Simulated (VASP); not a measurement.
Here is a VASP 6.6.1 calculation.

Contents of INCAR:

```
SYSTEM = ScBi2
ALGO     = Normal         ! electronic algorithm
EDIFF    = 1E-7           ! SCF threshold, eV
ENCUT    = 520            ! plane-wave cutoff, eV
GGA      = PE             ! functional
ISIF     = 2              ! what is computed and relaxed
ISMEAR   = 0              ! smearing method
LASPH    = .TRUE.         ! aspherical terms in the spheres
LCHARG   = .FALSE.        ! write CHGCAR
LREAL    = .FALSE.        ! projectors in reciprocal space
LWAVE    = .FALSE.        ! write WAVECAR
NBANDS   = 28             ! bands
NELM     = 80             ! most SCF steps
PREC     = Accurate       ! precision mode
SIGMA    = 0.1            ! smearing width, eV
```

File KPOINTS:

```
k-points
0
G
  6 6 4
  0 0 0
```

POSCAR

```
ScBi2
1.0
    5.4708429130      0.0000000000      0.0000000000
   -2.7354214565      4.7378889427      0.0000000000
    0.0000000000      0.0000000000      3.3868054495
Sc Bi
1 2
Direct
    0.0000000000      0.0000000000      0.0000000000
    0.3333333333      0.6666666667      0.5000000000
    0.6666666667      0.3333333333      0.5000000000
```

Potentials or basis: VASP PAW PBE potentials, release 64 (Sc_sv, Bi_d).

Launch:

```console
$ cat potpaw_PBE.64/Sc_sv/POTCAR potpaw_PBE.64/Bi_d/POTCAR > POTCAR
$ mpirun -np 1 vasp_std > vasp.out
```

Problem. What does it give for the pressure?

Solution. -0.2 GPa.

Problem. Predict the band gap on the k mesh.

Solution. Zero (an odd number of electrons rules out a gap without spin polarisation).

Stress tensor (GPa, compression positive):
```
-0.22  0.00  0.00
 0.00 -0.22  0.00
 0.00  0.00 -0.13
```

Caveat: the k points lie up to 0.46 Å⁻¹ apart, too coarse for converged energies and pressures of a metal; spin-orbit coupling is left out, which moves the levels of the heavy elements.
